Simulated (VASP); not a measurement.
# KI (I4/mmm) in VASP: single point with HSE06

Aim: the single point of KI with HSE06.

All numbers are computed with VASP 6.6.1; they aren't measurements. Logs are shortened: lines on timing, memory, paths and dates and some standing lists are left out, and cuts for length are marked.

## (1) The cell of the first run

The structure is tetragonal, space group I4/mmm (No. 139). Conventional cell: a = 4.732 Å, b = 4.732 Å, c = 7.089 Å, α = 90.00°, β = 90.00°, γ = 90.00°. Within 4.4 Å of K (site symmetry 4/mmm) lie 6 I at 3.35 to 3.54 Å. Within 4.4 Å of I (site symmetry 4/mmm) lie 6 K at 3.35 to 3.54 Å.

## (2) Single point, HSE06 (biaxial xy strain -5.6%)

Input file POSCAR:

```
KI
1.0
    0.0000000000      3.3460704328      3.5445661365
    3.3460704328      0.0000000000      3.5445661365
    3.3460704328      3.3460704328      0.0000000000
K I
1 1
Direct
    0.0000000000      0.0000000000      0.0000000000
    0.5000000000      0.5000000000      0.5000000000
```

Input file INCAR.step1:

```
SYSTEM = KI
  ALGO = Normal
  EDIFF = 1E-5
  ENCUT = 520
  GGA = PE
  ISIF = 2
  ISMEAR = 0
  LASPH = .TRUE.
  LREAL = .FALSE.
  LWAVE = .TRUE.
  NBANDS = 15
  NELM = 60
  PREC = Accurate
  SIGMA = 0.01
```

Input file INCAR.step2:

```
SYSTEM = KI
  ALGO = Normal
  EDIFF = 1E-6
  ENCUT = 520
  GGA = PE
  HFSCREEN = 0.2079
  ISIF = 2
  ISMEAR = 0
  ISTART = 1
  LASPH = .TRUE.
  LCHARG = .TRUE.
  LELF = .TRUE.
  LHFCALC = .TRUE.
  LREAL = .FALSE.
  LVHAR = .TRUE.
  LWAVE = .FALSE.
  NBANDS = 15
  NELM = 60
  PREC = Accurate
  PRECFOCK = Normal
  SIGMA = 0.01
```

Input file KPOINTS:

```
k-points
0
G
  4 4 4
  0 0 0
```

Potentials or basis: VASP PAW PBE potentials, release 64 (K_sv, I).

Command:

```console
cat potpaw_PBE.64/K_sv/POTCAR potpaw_PBE.64/I/POTCAR > POTCAR
cp INCAR.step1 INCAR
mpirun -np 1 vasp_std > vasp.out
cp INCAR.step2 INCAR
mpirun -np 1 vasp_std > vasp.out
```

OUTCAR:

```text
SYSTEM = KI
   EDIFF = 1E-6
   ENCUT = 520
   GGA = PE
   HFSCREEN = 0.2079
   ISIF = 2
   ISMEAR = 0
   ISTART = 1
   LASPH = .TRUE.
   LHFCALC = .TRUE.
   LREAL = .FALSE.
   NELM = 60
   PREC = Accurate
   PRECFOCK = Normal

 ion  position               nearest neighbor table
   1  0.000  0.000  0.000-   2 3.35   2 3.35   2 3.35   2 3.35   2 3.54   2 3.54
   2  0.500  0.500  0.500-   1 3.35   1 3.35   1 3.35   1 3.35   1 3.54   1 3.54

  LATTYP: Found a body centered tetragonal cell.
 ALAT       =     4.7320581867
 C/A-ratio  =     1.4981075873

  Lattice vectors:

 A1 = (  -3.3460704328,   0.0000000000,   3.5445661365)
 A2 = (   3.3460704328,   0.0000000000,   3.5445661365)
 A3 = (   0.0000000000,   3.3460704328,  -3.5445661365)

Analysis of symmetry for initial positions (statically):
=====================================================================
 Subroutine PRICEL returns:
 Original cell was already a primitive cell.

 Routine SETGRP: Setting up the symmetry group for a
 body centered tetragonal supercell.

 Subroutine GETGRP returns: Found 16 space group operations
 (whereof 16 operations were pure point group operations)
 out of a pool of 16 trial point group operations.

The static configuration has the point symmetry D_4h.

Analysis of symmetry for dynamics (positions and initial velocities):
=====================================================================
 Subroutine PRICEL returns:
 Original cell was already a primitive cell.

 Routine SETGRP: Setting up the symmetry group for a
 body centered tetragonal supercell.

 Subroutine GETGRP returns: Found 16 space group operations
 (whereof 16 operations were pure point group operations)
 out of a pool of 16 trial point group operations.

The dynamic configuration has the point symmetry D_4h.

 Subroutine INISYM returns: Found 16 space group operations
 (whereof 16 operations are pure point group operations),
 and found     1 'primitive' translations

----------------------------------------------------------------------------------------

                                     Primitive cell

  volume of cell :      79.3713

  direct lattice vectors                    reciprocal lattice vectors
     0.000000000  3.346070433  3.544566136    -0.149429012  0.149429012  0.141060988
     3.346070433  0.000000000  3.544566136     0.149429012 -0.149429012  0.141060988
     3.346070433  3.346070433  0.000000000     0.149429012  0.149429012 -0.141060988

  length of vectors
[... 88 lines left out ...]
   IMIX   =      1    mixing-type and parameters
     AMIX     =   0.40;   BMIX     =  1.00
     AMIX_MAG =   1.60;   BMIX_MAG =  1.00
  volume/ion in A,a.u.               =      39.69       267.81
  Fermi-wavevector in a.u.,A,eV,Ry     =   0.959902  1.813953 12.536580  0.921413
  Thomas-Fermi vector in A             =   2.089139
   LORBIT       =      0    0 simple, 1 ext, 2 COOP (PROOUT), +10 PAW based schemes
   GGA     = PE    functional components
   LHFCALC =     T    Hartree Fock is set to
   PRECFOCK=normal    Normal, Fast or Accurate (Low or Medium for compatibility)
   ENCUT4O =  -1.0   cutoff for four orbital integrals eV
   NKREDX  =     1    reduce k-point grid by
   NKREDY  =     1    reduce k-point grid by
   NKREDZ  =     1    reduce k-point grid by
   AEXX    =    0.2500 exact exchange contribution
   HFSCREEN=    0.2079 screening length (either q_TF or 0.3 A-1)
   HFSCREENC=   0.2079 screening length for correlation (either q_TF or 0.3 A-1)
   ENCUTFOCK=  -1.0 apply spherical cutoff to Coloumb kernel
   IVDW    =     0    specifies the selected vdW correction
   LEPSILON=     F    determine dielectric tensor
   LRPA    =     F    only Hartree local field effects (RPA)
 non-spin polarized calculation
 Gauss-broadening in eV      SIGMA  =   0.01
  energy-cutoff  :      520.00
  volume of cell :       79.37
 maximum number of plane-waves:      2150
  NGX = 28; NGY = 28; NGZ = 28

 number of electron      16.0000002 magnetization

 Free energy of the ion-electron system (eV)
  ---------------------------------------------------
  ext. energy  EPLUGINS =         0.00000000
  ---------------------------------------------------
  free energy    TOTEN  =        -6.30927717 eV

  energy without entropy =       -6.30927717  energy(sigma->0) =       -6.30927717

 E-fermi :  -0.4675     XC(G=0):  -6.3749

 val. band max:       -0.5421514587   @ k =   0.0000   0.0000   0.0000
 cond. band min:       4.6654680607   @ k =   0.0000   0.0000   0.0000
 fundamental gap:      5.2076195194
 Fermi energy:        -0.4674624593

 k-point     1 :       0.0000    0.0000    0.0000
  band No.  band energies     occupation
      1     -31.2161      2.00000
      2     -13.3714      2.00000
      3     -13.3714      2.00000
      4     -13.3571      2.00000
      5     -12.1462      2.00000
      6      -0.5813      2.00000
      7      -0.5422      2.00000
      8      -0.5422      2.00000
      9       4.6655      0.00000
     10       6.7850      0.00000
     11       7.1700      0.00000
     12       7.1700      0.00000
     13       7.8332      0.00000
     14       8.0801      0.00000
[... 203 lines left out ...]
      2     -13.4317      2.00000
      3     -13.4317      2.00000
      4     -13.4260      2.00000
      5     -11.8392      2.00000
      6      -1.4819      2.00000
      7      -1.4819      2.00000
      8      -1.2416      2.00000
      9       6.8617      0.00000
     10       6.8617      0.00000
     11       7.5313      0.00000
     12       9.2325      0.00000
     13       9.8615      0.00000
     14      11.0710      0.00000
     15      11.0822      0.00000

------------------------ aborting loop because EDIFF is reached ----------------------------------------

  FORCE on cell =-STRESS in cart. coord.  units (eV):
  Direction    XX          YY          ZZ          XY          YZ          ZX
  --------------------------------------------------------------------------------------
  -------------------------------------------------------------------------------------
  Total        1.5619993      1.5619993      0.3920348      0.0000000      0.0000000      0.0000000
  in kB       31.5303057     31.5303057      7.9135610      0.0000000      0.0000000      0.0000000
  external PRESSURE =      23.6580575 kB  Pullay stress =       0.0000000 kB

 VOLUME and BASIS-vectors are now :
 -----------------------------------------------------------------------------
  energy-cutoff  :      520.00
  volume of cell :       79.37
      direct lattice vectors                 reciprocal lattice vectors
     0.000000000  3.346070433  3.544566136    -0.149429012  0.149429012  0.141060988
     3.346070433  0.000000000  3.544566136     0.149429012 -0.149429012  0.141060988
     3.346070433  3.346070433  0.000000000     0.149429012  0.149429012 -0.141060988

 POSITION                                       TOTAL-FORCE (eV/Angst)
 -----------------------------------------------------------------------------------
      0.00000      0.00000      0.00000         0.000000      0.000000      0.000000
      3.34607      3.34607      3.54457        -0.000000      0.000000      0.000000
 -----------------------------------------------------------------------------------
    total drift:                               -0.000000      0.000000     -0.000000

  FREE ENERGIE OF THE ION-ELECTRON SYSTEM (eV)
  ---------------------------------------------------
  free  energy   TOTEN  =        -6.3092771713 eV

  energy  without entropy=       -6.3092771713  energy(sigma->0) =       -6.30927717
```

OSZICAR.step1:

```text
N       E                     dE             d eps       ncg     rms          rms(c)
DAV:   1     0.895496142023E+02    0.89550E+02   -0.65051E+03   390   0.913E+02
DAV:   2    -0.198314339213E+00   -0.89748E+02   -0.84312E+02   481   0.219E+02
DAV:   3    -0.531014869124E+01   -0.51118E+01   -0.50921E+01   584   0.445E+01
DAV:   4    -0.551994961296E+01   -0.20980E+00   -0.20973E+00   578   0.830E+00
DAV:   5    -0.552219508449E+01   -0.22455E-02   -0.22454E-02   568   0.896E-01    0.391E+00
DAV:   6    -0.545042577117E+01    0.71769E-01   -0.83846E-02   467   0.176E+00    0.273E+00
DAV:   7    -0.544869485944E+01    0.17309E-02   -0.11441E-01   509   0.181E+00    0.788E-01
DAV:   8    -0.545196856718E+01   -0.32737E-02   -0.12961E-02   440   0.756E-01    0.141E-01
DAV:   9    -0.545233129983E+01   -0.36273E-03   -0.59135E-04   502   0.153E-01    0.736E-02
DAV:  10    -0.545250312237E+01   -0.17182E-03   -0.15334E-04   440   0.674E-02    0.211E-02
DAV:  11    -0.545253526042E+01   -0.32138E-04   -0.41787E-05   480   0.372E-02    0.178E-02
DAV:  12    -0.545253520158E+01    0.58836E-07   -0.25861E-06   384   0.130E-02
   1 F= -.54525352E+01 E0= -.54525352E+01  d E =-.536175E-77
```

Run time: 11 min. Hardware: 1 thread of Intel Xeon Platinum 8488C (Sapphire Rapids), shared host; peak memory 0.33 GiB.

Results:

| Item | Value |
| --- | --- |
| Free energy | -6.3093 eV |
| Pressure | 2.4 GPa |
| Band gap on the k mesh | 5.21 eV |

Caveat: the cell differs from its parent crystal (biaxial xy strain -5.6%); the PAW data sets were made with another functional, which shifts forces and pressure a little; spin-orbit coupling is left out, which moves the levels of the heavy elements.
